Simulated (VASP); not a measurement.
Si2Mo, 3 atoms in the cell. The structure is tetragonal, space group I4/mmm (No. 139). Conventional cell: a = 3.200 Å, b = 3.200 Å, c = 7.861 Å, α = 90.00°, β = 90.00°, γ = 90.00°. Within 3.5 Å of Mo (site symmetry 4/mmm) lie 10 Si at 2.62 Å and 4 Mo at 3.20 Å. Within 3.4 Å of Si (site symmetry 4mm) lie 9 Si at 2.61 to 3.20 Å and 5 Mo at 2.62 Å. 

| Item | Value |
| --- | --- |
| Program | VASP 6.6.1 |
| Task | single point |
| Functional | PBEsol |
| Potentials or basis | VASP PAW PBE potentials, release 64 (Mo_sv, Si) |
| Cutoff | 520 eV |
| k mesh | 12 × 12 × 12 |
| Occupations | fermi-dirac, width 0.05 eV |
| Spin | no spin polarisation |
| Dipole correction | no |
| k mesh for the DOS | 18 × 18 × 18 |
| Occupations for the DOS | tetrahedron |
| Further INCAR settings | ALGO = Normal; EDIFF = 1e-07 |

Potentials or basis: VASP PAW PBE potentials, release 64 (Mo_sv, Si).

Launch:

```console
$ cat potpaw_PBE.64/Mo_sv/POTCAR potpaw_PBE.64/Si/POTCAR > POTCAR
$ cp INCAR.step1 INCAR
$ cp KPOINTS.step1 KPOINTS
$ mpirun -np 1 vasp_std > vasp.out
$ cp INCAR.step2 INCAR
$ cp KPOINTS.step2 KPOINTS
$ mpirun -np 1 vasp_std > vasp.out
```

Hardware: 1 thread of Intel(R) Xeon(R) 6975P-C (Granite Rapids) (shared host).

Q: How long does it take, and how much memory?

A: It took 2.8 min on 1 thread of Intel(R) Xeon(R) 6975P-C (Granite Rapids), with other jobs on the host, peak memory 0.42 GiB. Counts: k points 480.
